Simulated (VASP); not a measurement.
# CdS (F-43m) in VASP: further runs

CdS is run at these levels: PBE; tasks: single point.

Everything below comes from runs of VASP 6.6.1. Logs are shortened: lines on timing, memory, paths and dates and some standing lists are left out, and cuts for length are marked.

## (1) The cell of the first run

It takes space group F-43m (No. 216, cubic). Conventional cell: a = 5.925 Å, b = 5.925 Å, c = 5.925 Å, α = 90.00°, β = 90.00°, γ = 90.00°. Cd (site symmetry -43m) has 4 S at 2.57 Å within 3.4 Å. S (site symmetry -43m) has 4 Cd at 2.57 Å within 3.4 Å.

## (2) Single point, PBE (volume scaled by 1.02)

The input, INCAR:

```
SYSTEM = CdS
PREC     = Accurate       ! precision mode
ENCUT    = 520            ! plane-wave cutoff, eV
EDIFF    = 1E-6           ! SCF threshold, eV
ISMEAR   = -1             ! smearing method
SIGMA    = 0.02           ! smearing width, eV
LREAL    = .False.        ! projectors in reciprocal space
LASPH    = .True.         ! aspherical terms in the spheres
NELM     = 60             ! most SCF steps
ALGO     = Normal         ! electronic algorithm
ISIF     = 2              ! what is computed and relaxed
LWAVE    = .False.        ! write WAVECAR
LCHARG   = .False.        ! write CHGCAR
GGA      = PE             ! functional
NBANDS   = 16             ! bands
```

The input, KPOINTS:

```
Automatic mesh
0
Gamma
  7 7 7
  0 0 0
```

The input, POSCAR:

```
CdS
1.0
    0.0000000000      2.9624437910      2.9624437910
    2.9624437910      0.0000000000      2.9624437910
    2.9624437910      2.9624437910      0.0000000000
Cd S
1 1
Direct
    0.0000000000      0.0000000000      0.0000000000
    0.7500000000      0.7500000000      0.7500000000
```

Potentials or basis: VASP PAW PBE potentials, release 64 (Cd, S).

The run is started by

```
$ cat potpaw_PBE.64/Cd/POTCAR potpaw_PBE.64/S/POTCAR > POTCAR
$ mpirun -np 1 vasp_std > vasp.out
```

OUTCAR:

```text
SYSTEM = CdS
   PREC = Accurate
   ENCUT = 520
   EDIFF = 1E-6
   ISMEAR = -1
   LREAL = .False.
   LASPH = .True.
   NELM = 60
   ISIF = 2
   GGA = PE

 ion  position               nearest neighbor table
   1  0.000  0.000  0.000-   2 2.57   2 2.57   2 2.57   2 2.57
   2  0.750  0.750  0.750-   1 2.57   1 2.57   1 2.57   1 2.57

  LATTYP: Found a face centered cubic cell.
 ALAT       =     5.9248875820

  Lattice vectors:

 A1 = (   0.0000000000,   2.9624437910,   2.9624437910)
 A2 = (   2.9624437910,   0.0000000000,   2.9624437910)
 A3 = (   2.9624437910,   2.9624437910,   0.0000000000)

Analysis of symmetry for initial positions (statically):
=====================================================================
 Subroutine PRICEL returns:
 Original cell was already a primitive cell.

 Routine SETGRP: Setting up the symmetry group for a
 face centered cubic supercell.

 Subroutine GETGRP returns: Found 24 space group operations
 (whereof 24 operations were pure point group operations)
 out of a pool of 48 trial point group operations.

The static configuration has the point symmetry T_d .

Analysis of symmetry for dynamics (positions and initial velocities):
=====================================================================
 Subroutine PRICEL returns:
 Original cell was already a primitive cell.

 Routine SETGRP: Setting up the symmetry group for a
 face centered cubic supercell.

 Subroutine GETGRP returns: Found 24 space group operations
 (whereof 24 operations were pure point group operations)
 out of a pool of 48 trial point group operations.

The dynamic configuration has the point symmetry T_d .

 Subroutine INISYM returns: Found 24 space group operations
 (whereof 24 operations are pure point group operations),
 and found     1 'primitive' translations

----------------------------------------------------------------------------------------

                                     Primitive cell

  volume of cell :      51.9972

  direct lattice vectors                    reciprocal lattice vectors
     0.000000000  2.962443791  2.962443791    -0.168779574  0.168779574  0.168779574
     2.962443791  0.000000000  2.962443791     0.168779574 -0.168779574  0.168779574
     2.962443791  2.962443791  0.000000000     0.168779574  0.168779574 -0.168779574

  length of vectors
     4.189528187  4.189528187  4.189528187     0.292334797  0.292334797  0.292334797

  position of ions in fractional coordinates (direct lattice)
     0.000000000  0.000000000  0.000000000
     0.750000000  0.750000000  0.750000000

  ion indices of the primitive-cell ions
   primitive index   ion index
                 1           1
                 2           2

----------------------------------------------------------------------------------------

 KPOINTS: Automatic mesh

Automatic generation of k-mesh.
 Grid dimensions read from file:
 generate k-points for:    7    7    7

 Generating k-lattice:

  Cartesian coordinates                     Fractional coordinates (reciprocal lattice)
    -0.024111368  0.024111368  0.024111368     0.142857143  0.000000000  0.000000000
     0.024111368 -0.024111368  0.024111368     0.000000000  0.142857143  0.000000000
     0.024111368  0.024111368 -0.024111368     0.000000000  0.000000000  0.142857143

  Length of vectors
     0.041762114  0.041762114  0.041762114

  Shift w.r.t. Gamma in fractional coordinates (k-lattice)
     0.000000000  0.000000000  0.000000000

 Subroutine IBZKPT returns following result:
 ===========================================

 Found     20 irreducible k-points:

 Following reciprocal coordinates:
            Coordinates               Weight
  0.000000  0.000000  0.000000      1.000000
  0.142857  0.000000  0.000000      8.000000
  0.285714  0.000000  0.000000      8.000000
  0.428571  0.000000  0.000000      8.000000
  0.142857  0.142857  0.000000      6.000000
  0.285714  0.142857  0.000000     24.000000
[... 12 lines left out ...]
 -0.428571  0.428571  0.142857     24.000000
 -0.285714  0.428571  0.142857     24.000000
   k-points           NKPTS =     20   k-points in BZ     NKDIM =     20   number of bands    NBANDS=     16
   number of dos      NEDOS =    301   number of ions     NIONS =      2
   total plane-waves  NPLWV =  32768
   dimension x,y,z NGX =    32 NGY =   32 NGZ =   32
   dimension x,y,z NGXF=    64 NGYF=   64 NGZF=   64
   ions per type =               1   1
   NGX,Y,Z   is equivalent  to a cutoff of  12.70, 12.70, 12.70 a.u.
   NGXF,Y,Z  is equivalent  to a cutoff of  25.40, 25.40, 25.40 a.u.
 SYSTEM =  CdS
   PREC   = accura    normal or accurate (medium, high low for compatibility)
   ISTART =      0    job   : 0-new  1-cont  2-samecut
   ICHARG =      2    charge: 1-file 2-atom 10-const
   ISPIN  =      1    spin polarized calculation?
   LNONCOLLINEAR =      F non collinear calculations
   LSORBIT =      F    spin-orbit coupling
   LASPH  =      T    aspherical Exc in radial PAW
   ENCUT  =  520.0 eV  38.22 Ry    6.18 a.u.   7.79  7.79  7.79*2*pi/ulx,y,z
   NELM   =     60;   NELMIN=  2; NELMDL= -5     # of ELM steps
   EDIFF  = 0.1E-05   stopping-criterion for ELM
   LREAL  =      F    real-space projection
   EDIFFG = 0.1E-04   stopping-criterion for IOM
   NSW    =      0    number of steps for IOM
   IBRION =     -1    ionic relax: 0-MD 1-quasi-New 2-CG
   NFREE  =      0    steps in history (QN), initial steepest desc. (CG)
   ISIF   =      2    stress and relaxation
   ISYM   =      2    0-nonsym 1-usesym 2-fastsym
   POTIM  = 0.5000    time-step for ionic-motion
   TEBEG  =    0.0;   TEEND  =   0.0 temperature during run
   PSTRESS=    0.0 pullay stress
   NELECT =      18.0000    total number of electrons
   NUPDOWN=      -1.0000    fix difference up-down
   EMIN   =  10.00;   EMAX   =-10.00  energy-range for DOS
   EFERMI =   0.00;   METHOD = LEGACY
   ISMEAR =    -1;   SIGMA  =   0.02  broadening in eV -4-tet -1-fermi 0-gaus
   EFERMI_NEDOS =   21; number of points for ismear=-14 and -15
   IALGO  =     38    algorithm
   IMIX   =      4    mixing-type and parameters
     AMIX     =   0.40;   BMIX     =  1.00
     AMIX_MAG =   1.60;   BMIX_MAG =  1.00
  volume/ion in A,a.u.               =      26.00       175.45
  Fermi-wavevector in a.u.,A,eV,Ry     =   1.149491  2.172223 17.977778  1.321329
  Thomas-Fermi vector in A             =   2.286160
   LORBIT       =      0    0 simple, 1 ext, 2 COOP (PROOUT), +10 PAW based schemes
   GGA     = PE    functional components
[... 5 lines left out ...]
 non-spin polarized calculation
  energy-cutoff  :      520.00
  volume of cell :       52.00
 maximum number of plane-waves:      1416
   NGX = 15   NGY = 15   NGZ = 15

 number of electron      18.0000002 magnetization

 Free energy of the ion-electron system (eV)
  ---------------------------------------------------
  ext. energy  EPLUGINS =         0.00000000
  ---------------------------------------------------
  free energy    TOTEN  =        -6.14658100 eV

  energy without entropy =       -6.14658100  energy(sigma->0) =       -6.14658100

 E-fermi :   1.3852     XC(G=0):  -8.9319

 val. band max:        0.9252192127   @ k =   0.0000   0.0000   0.0000
 cond. band min:       1.9700125756   @ k =   0.0000   0.0000   0.0000
 fundamental gap:      1.0447933629
 Fermi energy:         1.3851572885

 k-point     1 :       0.0000    0.0000    0.0000
  band No.  band energies     occupation
      1     -11.1680      2.00000
      2      -6.6464      2.00000
      3      -6.6464      2.00000
      4      -6.6464      2.00000
      5      -6.2282      2.00000
      6      -6.2282      2.00000
[... 8 lines left out ...]
     15      12.3318      0.00000
     16      12.3318      0.00000

 k-point     2 :       0.1429    0.0000    0.0000
  band No.  band energies     occupation
      1     -11.0961      2.00000
      2      -6.6211      2.00000
      3      -6.6211      2.00000
      4      -6.5779      2.00000
      5      -6.2289      2.00000
      6      -6.2289      2.00000
[... 8 lines left out ...]
     15      11.6652      0.00000
     16      12.7169      0.00000

 k-point     3 :       0.2857    0.0000    0.0000
  band No.  band energies     occupation
      1     -10.9337      2.00000
      2      -6.5720      2.00000
      3      -6.5720      2.00000
      4      -6.3360      2.00000
      5      -6.2202      2.00000
      6      -6.2202      2.00000
[... 8 lines left out ...]
     15      11.6521      0.00000
     16      11.9741      0.00000

 k-point     4 :       0.4286    0.0000    0.0000
  band No.  band energies     occupation
      1     -10.8041      2.00000
      2      -6.5435      2.00000
      3      -6.5435      2.00000
      4      -6.1994      2.00000
      5      -6.1994      2.00000
      6      -5.9691      2.00000
[... 8 lines left out ...]
     15      12.8921      0.00000
     16      12.8921      0.00000

 k-point     5 :       0.1429    0.1429    0.0000
  band No.  band energies     occupation
      1     -11.0723      2.00000
      2      -6.5960      2.00000
      3      -6.5960      2.00000
      4      -6.5889      2.00000
      5      -6.2451      2.00000
      6      -6.2140      2.00000
[... 8 lines left out ...]
     15      12.4696      0.00000
     16      13.5938      0.00000

 k-point     6 :       0.2857    0.1429    0.0000
  band No.  band energies     occupation
      1     -10.9407      2.00000
      2      -6.5634      2.00000
      3      -6.5411      2.00000
      4      -6.4224      2.00000
      5      -6.2362      2.00000
      6      -6.2003      2.00000
[... 8 lines left out ...]
     15      12.4588      0.00000
     16      13.5762      0.00000
[... 191 lines left out ...]
 k-point    17 :       0.4286    0.2857    0.1429
  band No.  band energies     occupation
      1     -10.8213      2.00000
      2      -6.5113      2.00000
      3      -6.4930      2.00000
      4      -6.3267      2.00000
      5      -6.2000      2.00000
      6      -6.1008      2.00000
[... 8 lines left out ...]
     15      13.3121      0.00000
     16      14.6667      0.00000

 k-point    18 :      -0.4286    0.2857    0.1429
  band No.  band energies     occupation
      1     -10.7274      2.00000
      2      -6.4903      2.00000
      3      -6.4601      2.00000
      4      -6.2691      2.00000
      5      -6.2017      2.00000
      6      -5.8231      2.00000
[... 8 lines left out ...]
     15      13.0774      0.00000
     16      14.2019      0.00000

 k-point    19 :      -0.4286    0.4286    0.1429
  band No.  band energies     occupation
      1     -10.6870      2.00000
      2      -6.4429      2.00000
      3      -6.4153      2.00000
      4      -6.3135      2.00000
      5      -6.1806      2.00000
      6      -5.7883      2.00000
[... 8 lines left out ...]
     15      13.7717      0.00000
     16      14.0849      0.00000

 k-point    20 :      -0.2857    0.4286    0.1429
  band No.  band energies     occupation
      1     -10.6774      2.00000
      2      -6.4579      2.00000
      3      -6.4180      2.00000
      4      -6.2709      2.00000
      5      -6.2110      2.00000
      6      -5.6928      2.00000
[... 8 lines left out ...]
     15      13.1095      0.00000
     16      14.7088      0.00000

------------------------ aborting loop because EDIFF is reached ----------------------------------------

  FORCE on cell =-STRESS in cart. coord.  units (eV):
  Direction    XX          YY          ZZ          XY          YZ          ZX
  --------------------------------------------------------------------------------------
  -------------------------------------------------------------------------------------
  Total        0.1083351      0.1083351      0.1083351      0.0000000     -0.0000000      0.0000000
  in kB        3.3381019      3.3381019      3.3381019      0.0000000     -0.0000000      0.0000000
  external PRESSURE =       3.3381019 kB  Pullay stress =       0.0000000 kB

 VOLUME and BASIS-vectors are now :
 -----------------------------------------------------------------------------
  energy-cutoff  :      520.00
  volume of cell :       52.00
      direct lattice vectors                 reciprocal lattice vectors
     0.000000000  2.962443791  2.962443791    -0.168779574  0.168779574  0.168779574
     2.962443791  0.000000000  2.962443791     0.168779574 -0.168779574  0.168779574
     2.962443791  2.962443791  0.000000000     0.168779574  0.168779574 -0.168779574

 POSITION                                       TOTAL-FORCE (eV/Angst)
 -----------------------------------------------------------------------------------
      0.00000      0.00000      0.00000        -0.000000     -0.000000      0.000000
      4.44367      4.44367      4.44367         0.000000      0.000000     -0.000000
 -----------------------------------------------------------------------------------
    total drift:                                0.000000      0.000000      0.000000

  FREE ENERGIE OF THE ION-ELECTRON SYSTEM (eV)
  ---------------------------------------------------
  free  energy   TOTEN  =        -6.1465810005 eV

  energy  without entropy=       -6.1465810005  energy(sigma->0) =       -6.14658100
```

It took 13 s on 1 thread of Intel Xeon Platinum 8259CL at 2.50GHz (Skylake/Cascade Lake), shared host; peak memory 0.18 GiB.

What came out:

| Quantity | Value |
| --- | --- |
| Free energy | -6.1466 eV |
| Pressure | 0.3 GPa |
| Band gap on the k mesh | 1.04 eV, direct |

## (3) Single point, PBE (volume scaled by 1.04)

The input, INCAR:

```
  ALGO = Normal
  EDIFF = 1E-6
  ENCUT = 520
  GGA = PE
  ISIF = 2
  ISMEAR = -1
  LASPH = T
  LCHARG = F
  LREAL = F
  LWAVE = F
  NBANDS = 16
  NELM = 80
  PREC = Accurate
  SIGMA = 0.02
```

The input, KPOINTS:

```
k-points
0
Gamma
  7 7 7
```

The input, POSCAR:

```
CdS
1.0
    0.0000000000      2.9816809780      2.9816809780
    2.9816809780      0.0000000000      2.9816809780
    2.9816809780      2.9816809780      0.0000000000
Cd S
1 1
Direct
    0.0000000000      0.0000000000      0.0000000000
    0.7500000000      0.7500000000      0.7500000000
```

Potentials or basis: VASP PAW PBE potentials, release 64 (Cd, S).

The run is started by

```
$ cat potpaw_PBE.64/Cd/POTCAR potpaw_PBE.64/S/POTCAR > POTCAR
$ mpirun -np 1 vasp_std > vasp.out
```

Run time: 15 s. Hardware: 1 thread of Intel Xeon Platinum 8259CL at 2.50GHz (Skylake/Cascade Lake), shared host; peak memory 0.18 GiB.

The run converged. Its results:

* Free energy: -6.1456 eV
* Pressure: -0.7 GPa
* Band gap on the k mesh: 1.00 eV, direct

Levels at points of the mesh, in eV from the valence-band top:
```
           k point  band 7  band 8  band 9  band 10  band 11  band 12
(0.00, 0.00, 0.00)    0.00    0.00    0.00     1.00     6.55     6.55
```
